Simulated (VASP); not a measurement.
# HfN (Fm-3m) in VASP: notebook

The runs below take HfN through vibrations by perturbation theory, with PBEsol.

Everything below comes from runs of VASP 6.6.1. Logs are shortened: lines on timing, memory, paths and dates and some standing lists are left out, and cuts for length are marked.

## (1) The cell of the first run

The structure is cubic, space group Fm-3m (No. 225). Conventional cell: a = 4.472 Å, b = 4.472 Å, c = 4.472 Å, α = 90.00°, β = 90.00°, γ = 90.00°. Hf (site symmetry m-3m) has 6 N at 2.24 Å within 3.0 Å. N (site symmetry m-3m) has 6 Hf at 2.24 Å within 3.0 Å.

## (2) Vibrations by perturbation theory, PBEsol

The input, INCAR:

```
PREC     = Accurate       # precision mode
ENCUT    = 520            # plane-wave cutoff, eV
EDIFF    = 1E-8           # SCF threshold, eV
ISMEAR   = -1             # smearing method
SIGMA    = 0.15           # smearing width, eV
LREAL    = F              # projectors in reciprocal space
LASPH    = T              # aspherical terms in the spheres
NELM     = 60             # most SCF steps
ALGO     = Normal         # electronic algorithm
ISIF     = 2              # what is computed and relaxed
LWAVE    = F              # write WAVECAR
LCHARG   = F              # write CHGCAR
GGA      = PS             # functional
NBANDS   = 14             # bands
IBRION   = 8              # ionic algorithm
NSW      = 1              # ionic steps
```

The input, KPOINTS:

```
regular mesh
0
Gamma
  16 16 16
```

The input, POSCAR:

```
HfN
1.0
    0.0000000000      2.2360003746      2.2360003746
    2.2360003746      0.0000000000      2.2360003746
    2.2360003746      2.2360003746      0.0000000000
Hf N
1 1
Direct
    0.0000000000      0.0000000000      0.0000000000
    0.5000000000      0.5000000000      0.5000000000
```

Potentials or basis: VASP PAW PBE potentials, release 64 (Hf_pv, N).

Started as:

```bash
$ cat potpaw_PBE.64/Hf_pv/POTCAR potpaw_PBE.64/N/POTCAR > POTCAR
$ mpirun -np 1 vasp_std > vasp.out
```

OUTCAR:

```text
PREC = Accurate
   ENCUT = 520
   EDIFF = 1E-8
   ISMEAR = -1
   LREAL = F
   LASPH = T
   NELM = 60
   ISIF = 2
   GGA = PS
   IBRION = 8
   NSW = 1

 ion  position               nearest neighbor table
   1  0.000  0.000  0.000-   2 2.24   2 2.24   2 2.24   2 2.24   2 2.24   2 2.24
   2  0.500  0.500  0.500-   1 2.24   1 2.24   1 2.24   1 2.24   1 2.24   1 2.24

  LATTYP: Found a face centered cubic cell.
 ALAT       =     4.4720007492

  Lattice vectors:

 A1 = (   0.0000000000,   2.2360003746,   2.2360003746)
 A2 = (   2.2360003746,   0.0000000000,   2.2360003746)
 A3 = (   2.2360003746,   2.2360003746,   0.0000000000)

Analysis of symmetry for initial positions (statically):
=====================================================================
 Subroutine PRICEL returns:
 Original cell was already a primitive cell.

 Routine SETGRP: Setting up the symmetry group for a
 face centered cubic supercell.

 Subroutine GETGRP returns: Found 48 space group operations
 (whereof 48 operations were pure point group operations)
 out of a pool of 48 trial point group operations.

The static configuration has the point symmetry O_h .

Analysis of symmetry for dynamics (positions and initial velocities):
=====================================================================
 Subroutine PRICEL returns:
 Original cell was already a primitive cell.

 Routine SETGRP: Setting up the symmetry group for a
 face centered cubic supercell.

 Subroutine GETGRP returns: Found 48 space group operations
 (whereof 48 operations were pure point group operations)
 out of a pool of 48 trial point group operations.

The dynamic configuration has the point symmetry O_h .

 Subroutine INISYM returns: Found 48 space group operations
 (whereof 48 operations are pure point group operations),
 and found     1 'primitive' translations

----------------------------------------------------------------------------------------

                                     Primitive cell

  volume of cell :      22.3587

  direct lattice vectors                    reciprocal lattice vectors
     0.000000000  2.236000375  2.236000375    -0.223613558  0.223613558  0.223613558
     2.236000375  0.000000000  2.236000375     0.223613558 -0.223613558  0.223613558
     2.236000375  2.236000375  0.000000000     0.223613558  0.223613558 -0.223613558

  length of vectors
     3.162182055  3.162182055  3.162182055     0.387310044  0.387310044  0.387310044

  position of ions in fractional coordinates (direct lattice)
     0.000000000  0.000000000  0.000000000
     0.500000000  0.500000000  0.500000000

  ion indices of the primitive-cell ions
   primitive index   ion index
                 1           1
                 2           2

----------------------------------------------------------------------------------------

 KPOINTS: regular mesh

Automatic generation of k-mesh.
 Grid dimensions read from file:
 generate k-points for:   16   16   16

 Generating k-lattice:

  Cartesian coordinates                     Fractional coordinates (reciprocal lattice)
    -0.013975847  0.013975847  0.013975847     0.062500000  0.000000000  0.000000000
     0.013975847 -0.013975847  0.013975847     0.000000000  0.062500000  0.000000000
     0.013975847  0.013975847 -0.013975847     0.000000000  0.000000000  0.062500000

  Length of vectors
     0.024206878  0.024206878  0.024206878

  Shift w.r.t. Gamma in fractional coordinates (k-lattice)
     0.000000000  0.000000000  0.000000000

 Subroutine IBZKPT returns following result:
 ===========================================

 Found    145 irreducible k-points:

 Following reciprocal coordinates:
            Coordinates               Weight
  0.000000  0.000000  0.000000      1.000000
  0.062500  0.000000  0.000000      8.000000
  0.125000  0.000000  0.000000      8.000000
  0.187500  0.000000  0.000000      8.000000
  0.250000  0.000000  0.000000      8.000000
  0.312500  0.000000  0.000000      8.000000
[... 16 lines left out ...]
 -0.125000  0.062500  0.000000     24.000000
 -0.062500  0.062500  0.000000     12.000000
 [... further k-points ...]
   k-points           NKPTS =    145   k-points in BZ     NKDIM =    145   number of bands    NBANDS=     14
   number of dos      NEDOS =    301   number of ions     NIONS =      2
   total plane-waves  NPLWV =  13824
   dimension x,y,z NGX =    24 NGY =   24 NGZ =   24
   dimension x,y,z NGXF=    48 NGYF=   48 NGZF=   48
[... 19 lines left out ...]
   ISIF   =      2    stress and relaxation
   ISYM   =      2    0-nonsym 1-usesym 2-fastsym
   POTIM  = 0.5000    time-step for ionic-motion
   TEBEG  =    0.0;   TEEND  =   0.0 temperature during run
   PSTRESS=    0.0 pullay stress
   NELECT =      15.0000    total number of electrons
   NUPDOWN=      -1.0000    fix difference up-down
   EMIN   =  10.00;   EMAX   =-10.00  energy-range for DOS
   EFERMI =   0.00;   METHOD = LEGACY
   ISMEAR =    -1;   SIGMA  =   0.15  broadening in eV -4-tet -1-fermi 0-gaus
   EFERMI_NEDOS =   21; number of points for ismear=-14 and -15
   IALGO  =     38    algorithm
   IMIX   =      4    mixing-type and parameters
     AMIX     =   0.40;   BMIX     =  1.00
     AMIX_MAG =   1.60;   BMIX_MAG =  1.00
  volume/ion in A,a.u.               =      11.18        75.44
  Fermi-wavevector in a.u.,A,eV,Ry     =   1.433145  2.708251 27.945057  2.053904
  Thomas-Fermi vector in A             =   2.552695
   LORBIT       =      0    0 simple, 1 ext, 2 COOP (PROOUT), +10 PAW based schemes
   GGA     = PS    functional components
   LHFCALC =     F    Hartree Fock is set to
   AEXX    =    0.0000 exact exchange contribution
   IVDW    =     0    specifies the selected vdW correction
   LEPSILON=     F    determine dielectric tensor
   LRPA    =     F    only Hartree local field effects (RPA)
 non-spin polarized calculation
  energy-cutoff  :      520.00
  volume of cell :       22.36
 maximum number of plane-waves:       620
   NGX = 11   NGY = 11   NGZ = 11

--------------------------------------- Ionic step        1  -------------------------------------------

 number of electron      15.0000001 magnetization

 Free energy of the ion-electron system (eV)
  ---------------------------------------------------
  ext. energy  EPLUGINS =         0.00000000
  ---------------------------------------------------
  free energy    TOTEN  =       -23.01194771 eV

  energy without entropy =      -22.97017454  energy(sigma->0) =      -22.99106112

 E-fermi :   8.4708     XC(G=0): -13.0551

 val. band max:        8.4699625803   @ k =   0.3750   0.1250   0.0000
 cond. band min:       8.4717166112   @ k =   0.0625   0.0625   0.0000
 fundamental gap:      0.0017540309
 Fermi energy:         8.4707890308

 k-point     1 :       0.0000    0.0000    0.0000
  band No.  band energies     occupation
      1     -22.4631      2.00000
      2     -22.4631      2.00000
      3     -22.4631      2.00000
      4      -9.1476      2.00000
      5       5.4545      2.00000
      6       5.4545      2.00000
      7       5.4545      2.00000
      8       8.0843      1.85864
      9       8.0843      1.85864
     10       8.0843      1.85864
     11      10.4930      0.00000
     12      10.4930      0.00000
     13      10.5853      0.00000
     14      18.0862      0.00000
[... 377 lines left out ...]
      1     -22.5734      2.00000
      2     -22.4904      2.00000
      3     -22.4650      2.00000
      4      -8.8915      2.00000
      5       4.4062      2.00000
      6       4.7497      2.00000
      7       5.0814      2.00000
      8       8.2653      1.59466
      9       8.2655      1.59441
     10       8.7330      0.29650
     11      10.6830      0.00000
     12      11.5513      0.00000
     13      11.5869      0.00000
     14      18.9170      0.00000

 [... further k-points ...]
[... 5 lines left out ...]
  --------------------------------------------------------------------------------------
  -------------------------------------------------------------------------------------
  Total        0.5308455      0.5308455      0.5308455     -0.0000000      0.0000000      0.0000000
  in kB       38.0393525     38.0393525     38.0393525     -0.0000000      0.0000000      0.0000000
  external PRESSURE =      38.0393525 kB  Pullay stress =       0.0000000 kB

 VOLUME and BASIS-vectors are now :
 -----------------------------------------------------------------------------
  energy-cutoff  :      520.00
  volume of cell :       22.36
      direct lattice vectors                 reciprocal lattice vectors
     0.000000000  2.236000375  2.236000375    -0.223613558  0.223613558  0.223613558
     2.236000375  0.000000000  2.236000375     0.223613558 -0.223613558  0.223613558
     2.236000375  2.236000375  0.000000000     0.223613558  0.223613558 -0.223613558

 POSITION                                       TOTAL-FORCE (eV/Angst)
 -----------------------------------------------------------------------------------
      0.00000      0.00000      0.00000        -0.000000     -0.000000     -0.000000
      2.23600      2.23600      2.23600         0.000000      0.000000      0.000000
 -----------------------------------------------------------------------------------
    total drift:                                0.000000     -0.000000     -0.000000

  FREE ENERGIE OF THE ION-ELECTRON SYSTEM (eV)
  ---------------------------------------------------
  free  energy   TOTEN  =       -23.0119477077 eV

  energy  without entropy=      -22.9701745373  energy(sigma->0) =      -22.99106112

[... ionic steps 2 to 3 ...]

--------------------------------------- Ionic step        4  -------------------------------------------

------------------------ aborting loop because EDIFF is reached ----------------------------------------

[... ionic steps 5 to 6 ...]

--------------------------------------- Ionic step        7  -------------------------------------------

 Free energy of the ion-electron system (eV)
  ---------------------------------------------------
  ---------------------------------------------------
  free energy    TOTEN  =        -0.23255577 eV

  energy without entropy =       -0.23255577

------------------------ aborting loop because EDIFF is reached ----------------------------------------

 INTERNAL STRAIN TENSOR  FOR ION    2  DIRECTION 1   (eV/Angst):
 -----------------------------------------------------------------------------
     0.00737  0.00000 -0.00000
     0.00000 -0.00579  0.00000
    -0.00000  0.00000 -0.00579

 INTERNAL STRAIN TENSOR FOR ION    2 for displacements in x,y,z  (eV/Angst):
          X           Y           Z          XY          YZ          ZX
  --------------------------------------------------------------------------------
  x     0.00000     0.00000     0.00000     0.00000     0.00000     0.00000
  y     0.00000     0.00000     0.00000     0.00000     0.00000     0.00000
  z     0.00000     0.00000     0.00000     0.00000     0.00000     0.00000

 SECOND DERIVATIVES (NOT SYMMETRIZED)
 ------------------------------------
               1X          1Y          1Z          2X          2Y          2Z
  1X   -13.029932    0.000000    0.000000   13.029932    0.000000    0.000000
  1Y     0.000000  -13.029932    0.000000    0.000000   13.029932    0.000000
  1Z     0.000000    0.000000  -13.029932    0.000000    0.000000   13.029932
  2X    13.041845    0.000000    0.000000  -13.041845    0.000000    0.000000
  2Y     0.000000   13.041845    0.000000    0.000000  -13.041845    0.000000
  2Z     0.000000    0.000000   13.041845    0.000000    0.000000  -13.041845

 Eigenvectors and eigenvalues of the dynamical matrix
 ----------------------------------------------------

   1 f  =   15.668397 THz    98.447442 2PiTHz  522.641466 cm-1    64.799254 meV
             X         Y         Z           dx          dy          dz
      0.000000  0.000000  0.000000    -0.000000   -0.269582    0.000000
      2.236000  2.236000  2.236000     0.000000    0.962978    0.000000
[... 21 lines left out ...]
   6 f/i=    0.001859 THz     0.011678 2PiTHz    0.061996 cm-1     0.007687 meV
             X         Y         Z           dx          dy          dz
      0.000000  0.000000  0.000000    -0.003711    0.243863    0.931581
      2.236000  2.236000  2.236000    -0.001039    0.068269    0.260792

--------------------------------------------------------------------------------------------------------

 ELASTIC MODULI CONTR FROM IONIC RELAXATION (kBar)
 Direction    XX          YY          ZZ          XY          YZ          ZX
 --------------------------------------------------------------------------------
 XX           0.0000      0.0000      0.0000      0.0000      0.0000      0.0000
 YY           0.0000      0.0000      0.0000      0.0000      0.0000      0.0000
 ZZ           0.0000      0.0000      0.0000      0.0000      0.0000      0.0000
 XY           0.0000      0.0000      0.0000      0.0000      0.0000      0.0000
 YZ           0.0000      0.0000      0.0000      0.0000      0.0000      0.0000
 ZX           0.0000      0.0000      0.0000      0.0000      0.0000      0.0000
 --------------------------------------------------------------------------------
```

Run time: 2.9 min. Hardware: 1 thread of Intel Xeon Platinum 8488C (Sapphire Rapids), shared host; peak memory 0.39 GiB.

What came out:

```yaml
Highest_phonon_frequency_at_Γ_LO-TO_splitting_left_out: 523 cm⁻¹
```

Phonon frequencies in cm⁻¹ (negative: imaginary):
```tsv
q point	frequencies
(0.000, 0.000, 0.000)	0 0 0 523 523 523
```

Caveat: the cell wasn't relaxed at this level first, which shifts response properties; the PAW data sets were made with another functional, which shifts forces and pressure a little; spin-orbit coupling is left out, which moves the levels of the heavy elements.

## (3) Vibrations by perturbation theory, PBEsol

This run uses another cell than the first one, of 11.25 Å³/atom, 1.007 times its volume.

The input, INCAR:

```
  PREC = Accurate
  ENCUT = 520
  EDIFF = 1E-8
  ISMEAR = -1
  SIGMA = 0.15
  LREAL = F
  LASPH = T
  NELM = 80
  ALGO = Normal
  ISIF = 2
  LWAVE = F
  LCHARG = F
  GGA = PS
  IBRION = 8
  NSW = 1
```

The input, KPOINTS:

```
Automatic mesh
0
Gamma
  16 16 16
```

The input, POSCAR:

```
HfN
1.0
    0.0000000000      2.2408998612      2.2408998612
    2.2408998612      0.0000000000      2.2408998612
    2.2408998612      2.2408998612      0.0000000000
Hf N
1 1
Direct
    0.0000000000      0.0000000000      0.0000000000
    0.5000000000      0.5000000000      0.5000000000
```

Potentials or basis: VASP PAW PBE potentials, release 64 (Hf_pv, N).

Started as:

```bash
$ cat potpaw_PBE.64/Hf_pv/POTCAR potpaw_PBE.64/N/POTCAR > POTCAR
$ mpirun -np 1 vasp_std > vasp.out
```

OUTCAR:

```text
PREC = Accurate
   ENCUT = 520
   EDIFF = 1E-8
   ISMEAR = -1
   LREAL = F
   LASPH = T
   NELM = 80
   ISIF = 2
   GGA = PS
   IBRION = 8
   NSW = 1

 ion  position               nearest neighbor table
   1  0.000  0.000  0.000-   2 2.24   2 2.24   2 2.24   2 2.24   2 2.24   2 2.24
   2  0.500  0.500  0.500-   1 2.24   1 2.24   1 2.24   1 2.24   1 2.24   1 2.24

  LATTYP: Found a face centered cubic cell.
 ALAT       =     4.4817997224

  Lattice vectors:

 A1 = (   0.0000000000,   2.2408998612,   2.2408998612)
[... 590 lines left out ...]
  1X   -12.703881    0.000000    0.000000   12.703881    0.000000    0.000000
  1Y     0.000000  -12.703881    0.000000    0.000000   12.703881    0.000000
  1Z     0.000000    0.000000  -12.703881    0.000000    0.000000   12.703881
  2X    12.716100    0.000000    0.000000  -12.716100    0.000000    0.000000
  2Y     0.000000   12.716100    0.000000    0.000000  -12.716100    0.000000
  2Z     0.000000    0.000000   12.716100    0.000000    0.000000  -12.716100

 Eigenvectors and eigenvalues of the dynamical matrix
 ----------------------------------------------------

   1 f  =   15.471459 THz    97.210042 2PiTHz  516.072311 cm-1    63.984783 meV
             X         Y         Z           dx          dy          dz
      0.000000  0.000000  0.000000     0.269576   -0.000000   -0.000000
      2.240900  2.240900  2.240900    -0.962979   -0.000000   -0.000000
[... 21 lines left out ...]
   6 f/i=    0.001931 THz     0.012130 2PiTHz    0.064397 cm-1     0.007984 meV
             X         Y         Z           dx          dy          dz
      0.000000  0.000000  0.000000    -0.104398    0.839183    0.460653
      2.240900  2.240900  2.240900    -0.029225    0.234920    0.128955

--------------------------------------------------------------------------------------------------------

 ELASTIC MODULI CONTR FROM IONIC RELAXATION (kBar)
 Direction    XX          YY          ZZ          XY          YZ          ZX
 --------------------------------------------------------------------------------
 XX           0.0000      0.0000      0.0000      0.0000      0.0000      0.0000
 YY           0.0000      0.0000      0.0000      0.0000      0.0000      0.0000
 ZZ           0.0000      0.0000      0.0000      0.0000      0.0000      0.0000
 XY           0.0000      0.0000      0.0000      0.0000      0.0000      0.0000
 YZ           0.0000      0.0000      0.0000      0.0000      0.0000      0.0000
 ZX           0.0000      0.0000      0.0000      0.0000      0.0000      0.0000
 --------------------------------------------------------------------------------
```

OSZICAR:

```text
N       E                     dE             d eps       ncg     rms          rms(c)
DAV:   1     0.383595511249E+02    0.38360E+02   -0.83292E+03  3198   0.129E+03
DAV:   2    -0.233254326875E+02   -0.61685E+02   -0.58094E+02  4111   0.254E+02
DAV:   3    -0.257196417733E+02   -0.23942E+01   -0.23565E+01  4102   0.426E+01
DAV:   4    -0.257417092932E+02   -0.22068E-01   -0.21905E-01  3778   0.397E+00
[... 53 lines left out ...]
RMM:  12    -0.232430313364E+00    0.90530E-08   -0.17680E-07 13308   0.149E-04    0.569E-06
RMM:  13    -0.232430316013E+00   -0.26498E-08   -0.18421E-07  9848   0.146E-04    0.362E-06
RMM:  14    -0.232430315348E+00    0.66523E-09   -0.17343E-07  8042   0.145E-04    0.118E-06
RMM:  15    -0.232430314467E+00    0.88159E-09   -0.16916E-07  7267   0.145E-04    0.320E-07
RMM:  16    -0.232430313686E+00    0.78078E-09   -0.17375E-07  6981   0.145E-04    0.709E-08
 Linear response finished
```

stdout:

```text
POSCAR found type information on POSCAR HfN
 POSCAR found :  2 types and       2 ions
 scaLAPACK will be used
 -----------------------------------------------------------------------------
|                                                                             |
|                                                                             |
|     You enforced a specific xc type in the INCAR file but a different       |
|     I HOPE YOU KNOW WHAT YOU ARE DOING!                                     |
|                                                                             |
 -----------------------------------------------------------------------------

 LDA part: xc-table for (Slater+PW92), standard interpolation
 POSCAR, INCAR and KPOINTS ok, starting setup
 FFT: planning ... GRIDC
 FFT: planning ... GRID_SOFT
 FFT: planning ... GRID
 WAVECAR not read
 entering main loop
 Linear response reoptimize wavefunctions to high precision
 Linear response DOF=           2
 Linear response progress:
 first order change of Fermi-energy   0.13829E-03
 force on displaced ion       1 direction 1 : -12.704   0.000   0.000
 Linear response progress:
 first order change of Fermi-energy   0.93657E-04
 force on displaced ion       2 direction 1 : -12.716   0.000   0.000
 Linear response finished
```

It took 5.1 min on 1 thread of AMD EPYC 7R13 (Zen 3), shared host; peak memory 0.31 GiB.

Results:

```
Highest phonon frequency at Γ, LO-TO splitting left out : 516 cm⁻¹
```

Phonon frequencies in cm⁻¹ (negative: imaginary):
```csv
q point,frequencies
"(0.000, 0.000, 0.000)",0 0 0 516 516 516
```

Caveat: the cell wasn't relaxed at this level first, which shifts response properties; the PAW data sets were made with another functional, which shifts forces and pressure a little; spin-orbit coupling is left out, which moves the levels of the heavy elements.

(Part 1 of 3 ends here.)
